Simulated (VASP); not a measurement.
The system is SnSe.

```
CELL_PARAMETERS angstrom
0.00000 3.46659 3.36398
3.46659 0.00000 3.36398
3.46659 3.46659 0.00000
ATOMIC_POSITIONS crystal
Sn 0.00000 0.00000 0.00000
Se 0.25000 0.25000 0.25000
```

This cell differs from its parent crystal: biaxial xy strain +3.0%.

Base run:

```yaml
Program: VASP 6.6.1
Functional: r2SCAN
Potentials_or_basis: VASP PAW PBE potentials, release 64 (Sn_d, Se)
Cutoff: 520 eV
k_mesh: 6 × 6 × 6
Occupations: gaussian, width 0.01 eV
Spin: no spin polarisation
```

Its results: band gap on the k mesh 0.29 eV (least direct gap 0.82 eV); pressure -1.8 GPa.

Q: The run is repeated on the same cell with these changes: functional from r2SCAN to PBE; occupations from gaussian, width 0.01 eV to fermi-dirac, width 0.02 eV. What comes out?

A: Band gap on the k mesh 0.22 eV (least direct gap 0.72 eV); pressure -1.1 GPa.

Caveats: the structure was generated, so it needn't be the stable form of SnSe; semilocal functionals underestimate gaps, and a narrow one can read as zero; spin-orbit coupling is left out, which moves the levels of the heavy elements; the PAW data sets were made with another functional, which shifts forces and pressure a little (at least some runs).

A k mesh can miss the band edges.
